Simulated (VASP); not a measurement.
# LaSn2Ge2 (P-3m1) in VASP: single point with PBE

Aim: the single point of LaSn2Ge2 with PBE.

Program: VASP 6.6.1. These are calculated values, not measurements. Logs are shortened: lines on timing, memory, paths and dates and some standing lists are left out, and cuts for length are marked.

## (1) The cell of the first run

It takes space group P-3m1 (No. 164, trigonal). The conventional cell has a = 4.878 Å, b = 4.878 Å, c = 6.642 Å, α = 90.00°, β = 90.00°, γ = 120.00°. Within 3.7 Å of Ge (site symmetry 3m) lie 4 Sn at 2.79 to 2.87 Å and 3 La at 3.26 Å. Sn (site symmetry 3m) has 4 Ge at 2.79 to 2.87 Å and 3 La at 3.58 Å and 3 Sn at 3.58 Å within 3.7 Å. La (site symmetry -3m) has 6 Ge at 3.26 Å and 6 Sn at 3.58 Å within 4.3 Å.

## (2) Single point, PBE

INCAR reads:

```
ALGO = Normal
EDIFF = 1E-7
ENCUT = 520
GGA = PE
ISIF = 2
ISMEAR = -1
LASPH = True
LCHARG = False
LREAL = False
LWAVE = False
NBANDS = 42
NELM = 80
PREC = Accurate
SIGMA = 0.1
```

KPOINTS reads:

```
k-points
0
Gamma
  8 8 5
```

POSCAR reads:

```
LaSn2Ge2
1.0
    2.4391099975      4.2246624410      0.0000000000
   -2.4391099975      4.2246624410      0.0000000000
    0.0000000000      0.0000000000      6.6417889591
Ge Sn La
2 2 1
Direct
    0.3333333333      0.3333333333      0.2466968668
    0.6666666667      0.6666666667      0.7533031332
    0.3333333333      0.3333333333      0.6669518301
    0.6666666667      0.6666666667      0.3330481699
    0.0000000000      0.0000000000      0.0000000000
```

Potentials or basis: VASP PAW PBE potentials, release 64 (Ge_d, Sn_d, La).

Command:

```sh
> cat potpaw_PBE.64/Ge_d/POTCAR potpaw_PBE.64/Sn_d/POTCAR potpaw_PBE.64/La/POTCAR > POTCAR
> mpirun -np 1 vasp_std > vasp.out
```

OUTCAR:

```text
EDIFF = 1E-7
   ENCUT = 520
   GGA = PE
   ISIF = 2
   ISMEAR = -1
   LASPH = True
   LREAL = False
   NELM = 80
   PREC = Accurate

 ion  position               nearest neighbor table
   1  0.333  0.333  0.247-   3 2.79   4 2.87   4 2.87   4 2.87   5 3.26   5 3.26   5 3.26
   2  0.667  0.667  0.753-   4 2.79   3 2.87   3 2.87   3 2.87   5 3.26   5 3.26   5 3.26
   3  0.333  0.333  0.667-   1 2.79   2 2.87   2 2.87   2 2.87   5 3.58   5 3.58   5 3.58   4 3.58
                             4 3.58   4 3.58
   4  0.667  0.667  0.333-   2 2.79   1 2.87   1 2.87   1 2.87   5 3.58   5 3.58   5 3.58   3 3.58
                             3 3.58   3 3.58
   5  0.000  0.000  0.000-   1 3.26   2 3.26   2 3.26   2 3.26   1 3.26   1 3.26   3 3.58   4 3.58
                             4 3.58   3 3.58   4 3.58   3 3.58

  LATTYP: Found a hexagonal cell.
 ALAT       =     4.8782199951
 C/A-ratio  =     1.3615189487

  Lattice vectors:

 A1 = (   2.4391099975,  -4.2246624410,   0.0000000000)
 A2 = (   2.4391099975,   4.2246624410,   0.0000000000)
 A3 = (   0.0000000000,   0.0000000000,   6.6417889591)

Analysis of symmetry for initial positions (statically):
=====================================================================
 Subroutine PRICEL returns:
 Original cell was already a primitive cell.

 Routine SETGRP: Setting up the symmetry group for a
 hexagonal supercell.

 Subroutine GETGRP returns: Found 12 space group operations
 (whereof 12 operations were pure point group operations)
 out of a pool of 24 trial point group operations.

The static configuration has the point symmetry D_3d.

Analysis of symmetry for dynamics (positions and initial velocities):
=====================================================================
 Subroutine PRICEL returns:
 Original cell was already a primitive cell.

 Routine SETGRP: Setting up the symmetry group for a
 hexagonal supercell.

 Subroutine GETGRP returns: Found 12 space group operations
 (whereof 12 operations were pure point group operations)
 out of a pool of 24 trial point group operations.

The dynamic configuration has the point symmetry D_3d.

 Subroutine INISYM returns: Found 12 space group operations
 (whereof 12 operations are pure point group operations),
 and found     1 'primitive' translations

----------------------------------------------------------------------------------------

                                     Primitive cell

  volume of cell :     136.8795

  direct lattice vectors                    reciprocal lattice vectors
     2.439109998  4.224662441  0.000000000     0.204992805  0.118352651  0.000000000
    -2.439109998  4.224662441  0.000000000    -0.204992805  0.118352651  0.000000000
     0.000000000  0.000000000  6.641788959     0.000000000  0.000000000  0.150561845

  length of vectors
     4.878219995  4.878219995  6.641788959     0.236705302  0.236705302  0.150561845

  position of ions in fractional coordinates (direct lattice)
     0.333333333  0.333333333  0.246696867
     0.666666667  0.666666667  0.753303133
     0.333333333  0.333333333  0.666951830
     0.666666667  0.666666667  0.333048170
     0.000000000  0.000000000  0.000000000

  ion indices of the primitive-cell ions
   primitive index   ion index
                 1           1
                 2           2
                 3           3
                 4           4
                 5           5

----------------------------------------------------------------------------------------

 KPOINTS: k-points

Automatic generation of k-mesh.
 Grid dimensions read from file:
 generate k-points for:    8    8    5

 Generating k-lattice:

  Cartesian coordinates                     Fractional coordinates (reciprocal lattice)
     0.025624101  0.014794081  0.000000000     0.125000000  0.000000000  0.000000000
    -0.025624101  0.014794081  0.000000000     0.000000000  0.125000000  0.000000000
     0.000000000  0.000000000  0.030112369     0.000000000  0.000000000  0.200000000

  Length of vectors
     0.029588163  0.029588163  0.030112369

  Shift w.r.t. Gamma in fractional coordinates (k-lattice)
     0.000000000  0.000000000  0.000000000

 Subroutine IBZKPT returns following result:
 ===========================================

 Found     40 irreducible k-points:

 Following reciprocal coordinates:
            Coordinates               Weight
  0.000000  0.000000  0.000000      1.000000
  0.125000  0.000000  0.000000      6.000000
  0.250000  0.000000  0.000000      6.000000
  0.375000  0.000000  0.000000      6.000000
  0.500000  0.000000  0.000000      3.000000
  0.250000  0.125000  0.000000      6.000000
[... 16 lines left out ...]
  0.375000  0.500000  0.200000     12.000000
  0.500000  0.250000  0.200000     12.000000
 [... further k-points ...]
   k-points           NKPTS =     40   k-points in BZ     NKDIM =     40   number of bands    NBANDS=     42
   number of dos      NEDOS =    301   number of ions     NIONS =      5
   total plane-waves  NPLWV =  64800
   dimension x,y,z NGX =    36 NGY =   36 NGZ =   50
   dimension x,y,z NGXF=    72 NGYF=   72 NGZF=  100
   ions per type =               2   2   1
   NGX,Y,Z   is equivalent  to a cutoff of  12.27, 12.27, 12.52 a.u.
   NGXF,Y,Z  is equivalent  to a cutoff of  24.54, 24.54, 25.03 a.u.
 SYSTEM =  unknown system
   PREC   = accura    normal or accurate (medium, high low for compatibility)
   ISTART =      0    job   : 0-new  1-cont  2-samecut
   ICHARG =      2    charge: 1-file 2-atom 10-const
   ISPIN  =      1    spin polarized calculation?
   LNONCOLLINEAR =      F non collinear calculations
   LSORBIT =      F    spin-orbit coupling
   LASPH  =      T    aspherical Exc in radial PAW
   ENCUT  =  520.0 eV  38.22 Ry    6.18 a.u.   9.07  9.07 12.35*2*pi/ulx,y,z
   NELM   =     80;   NELMIN=  2; NELMDL= -5     # of ELM steps
   EDIFF  = 0.1E-06   stopping-criterion for ELM
   LREAL  =      F    real-space projection
   EDIFFG = 0.1E-05   stopping-criterion for IOM
   NSW    =      0    number of steps for IOM
   IBRION =     -1    ionic relax: 0-MD 1-quasi-New 2-CG
   NFREE  =      0    steps in history (QN), initial steepest desc. (CG)
   ISIF   =      2    stress and relaxation
   ISYM   =      2    0-nonsym 1-usesym 2-fastsym
   POTIM  = 0.5000    time-step for ionic-motion
   TEBEG  =    0.0;   TEEND  =   0.0 temperature during run
   PSTRESS=    0.0 pullay stress
   NELECT =      67.0000    total number of electrons
   NUPDOWN=      -1.0000    fix difference up-down
   EMIN   =  10.00;   EMAX   =-10.00  energy-range for DOS
   EFERMI =   0.00;   METHOD = LEGACY
   ISMEAR =    -1;   SIGMA  =   0.10  broadening in eV -4-tet -1-fermi 0-gaus
   EFERMI_NEDOS =   21; number of points for ismear=-14 and -15
   IALGO  =     38    algorithm
   IMIX   =      4    mixing-type and parameters
     AMIX     =   0.40;   BMIX     =  1.00
     AMIX_MAG =   1.60;   BMIX_MAG =  1.00
  volume/ion in A,a.u.               =      27.38       184.74
  Fermi-wavevector in a.u.,A,eV,Ry     =   1.290190  2.438105 22.648119  1.664590
  Thomas-Fermi vector in A             =   2.422037
   LORBIT       =      0    0 simple, 1 ext, 2 COOP (PROOUT), +10 PAW based schemes
   GGA     = PE    functional components
   LHFCALC =     F    Hartree Fock is set to
   AEXX    =    0.0000 exact exchange contribution
   IVDW    =     0    specifies the selected vdW correction
   LEPSILON=     F    determine dielectric tensor
   LRPA    =     F    only Hartree local field effects (RPA)
 non-spin polarized calculation
  energy-cutoff  :      520.00
  volume of cell :      136.88
 maximum number of plane-waves:      3707
   NGX = 19   NGY = 19   NGZ = 25

 number of electron      66.9999986 magnetization

 Free energy of the ion-electron system (eV)
  ---------------------------------------------------
  ext. energy  EPLUGINS =         0.00000000
  ---------------------------------------------------
  free energy    TOTEN  =       -23.13059068 eV

  energy without entropy =      -23.02505898  energy(sigma->0) =      -23.07782483

 E-fermi :   7.1929     XC(G=0):  -9.9828

 val. band max:        7.1604690045   @ k =   0.3750   0.1250   0.0000
 cond. band min:       7.2060910661   @ k =   0.5000   0.2500   0.0000
 fundamental gap:      0.0456220616
 Fermi energy:         7.1928755143

 k-point     1 :       0.0000    0.0000    0.0000
  band No.  band energies     occupation
      1     -26.0900      2.00000
      2     -17.4275      2.00000
      3     -17.4275      2.00000
      4     -17.4265      2.00000
      5     -17.4265      2.00000
      6     -17.4029      2.00000
[... 34 lines left out ...]
     41       8.8138      0.00000
     42       8.8567      0.00000

 k-point     2 :       0.1250    0.0000    0.0000
  band No.  band energies     occupation
      1     -26.0893      2.00000
      2     -17.4276      2.00000
      3     -17.4275      2.00000
      4     -17.4267      2.00000
      5     -17.4266      2.00000
      6     -17.4028      2.00000
[... 34 lines left out ...]
     41       8.7819      0.00000
     42       8.9137      0.00000

 k-point     3 :       0.2500    0.0000    0.0000
  band No.  band energies     occupation
      1     -26.0874      2.00000
      2     -17.4277      2.00000
      3     -17.4274      2.00000
      4     -17.4270      2.00000
      5     -17.4266      2.00000
      6     -17.4026      2.00000
[... 34 lines left out ...]
     41       8.7804      0.00000
     42       8.9393      0.00000

 k-point     4 :       0.3750    0.0000    0.0000
  band No.  band energies     occupation
      1     -26.0856      2.00000
      2     -17.4279      2.00000
      3     -17.4275      2.00000
      4     -17.4270      2.00000
      5     -17.4267      2.00000
      6     -17.4024      2.00000
[... 844 lines left out ...]
     41       8.8494      0.00000
     42       8.9333      0.00000

 k-point    23 :       0.3750    0.5000    0.2000
  band No.  band energies     occupation
      1     -26.0848      2.00000
      2     -17.4282      2.00000
      3     -17.4275      2.00000
      4     -17.4270      2.00000
      5     -17.4267      2.00000
      6     -17.4022      2.00000
[... 34 lines left out ...]
     41       8.8258      0.00000
     42       8.8685      0.00000

 k-point    24 :       0.5000    0.2500    0.2000
  band No.  band energies     occupation
      1     -26.0848      2.00000
      2     -17.4284      2.00000
      3     -17.4274      2.00000
      4     -17.4271      2.00000
      5     -17.4265      2.00000
      6     -17.4022      2.00000
[... 34 lines left out ...]
     41       8.8480      0.00000
     42       8.9260      0.00000

 [... further k-points ...]

------------------------ aborting loop because EDIFF is reached ----------------------------------------

  FORCE on cell =-STRESS in cart. coord.  units (eV):
  Direction    XX          YY          ZZ          XY          YZ          ZX
  --------------------------------------------------------------------------------------
  -------------------------------------------------------------------------------------
  Total       -0.0107726     -0.0107726     -0.0469610     -0.0000000      0.0000000     -0.0000000
  in kB       -0.1260934     -0.1260934     -0.5496798     -0.0000000      0.0000000     -0.0000000
  external PRESSURE =      -0.2672889 kB  Pullay stress =       0.0000000 kB

 VOLUME and BASIS-vectors are now :
 -----------------------------------------------------------------------------
  energy-cutoff  :      520.00
  volume of cell :      136.88
      direct lattice vectors                 reciprocal lattice vectors
     2.439109998  4.224662441  0.000000000     0.204992805  0.118352651  0.000000000
    -2.439109998  4.224662441  0.000000000    -0.204992805  0.118352651  0.000000000
     0.000000000  0.000000000  6.641788959     0.000000000  0.000000000  0.150561845

 POSITION                                       TOTAL-FORCE (eV/Angst)
 -----------------------------------------------------------------------------------
      0.00000      2.81644      1.63851         0.000000      0.000000     -0.005097
      0.00000      5.63288      5.00328         0.000000      0.000000      0.005097
      0.00000      2.81644      4.42975        -0.000000     -0.000000      0.003252
      0.00000      5.63288      2.21204        -0.000000     -0.000000     -0.003252
      0.00000      0.00000      0.00000         0.000000     -0.000000      0.000000
 -----------------------------------------------------------------------------------
    total drift:                                0.000000      0.000000     -0.000000

  FREE ENERGIE OF THE ION-ELECTRON SYSTEM (eV)
  ---------------------------------------------------
  free  energy   TOTEN  =       -23.1305906821 eV

  energy  without entropy=      -23.0250589814  energy(sigma->0) =      -23.07782483
```

Wall time 4 min (1 thread of Intel Xeon Platinum 8259CL at 2.50GHz (Skylake/Cascade Lake), shared host); peak memory 0.4 GiB.

Results:

```yaml
Free_energy: -23.1306 eV
Pressure: 0.0 GPa
Largest_force: 0.005 eV/Å
Band_gap_on_the_k_mesh: zero (an odd number of electrons rules out a gap without spin polarisation)
```

Forces in eV/Å, atoms in the order of the input:
```
Ge   0.000  0.000 -0.005
Ge   0.000  0.000  0.005
Sn   0.000  0.000  0.003
Sn   0.000  0.000 -0.003
La   0.000  0.000  0.000
```

Levels at points of the mesh, in eV from the Fermi level:
| k point | band 29 | band 30 | band 31 | band 32 | band 33 | band 34 | band 35 | band 36 | band 37 | band 38 |
| --- | --- | --- | --- | --- | --- | --- | --- | --- | --- | --- |
| (0.00, 0.00, 0.00) | -3.11 | -3.11 | -2.22 | -0.99 | -0.99 | -0.46 | -0.06 | -0.06 | 0.81 | 0.81 |
| (0.50, 0.00, 0.00) | -3.39 | -3.23 | -3.06 | -2.51 | -2.04 | 0.70 | 1.33 | 1.40 | 1.44 | 1.49 |

Caveat: spin-orbit coupling is left out, which moves the levels of the heavy elements.
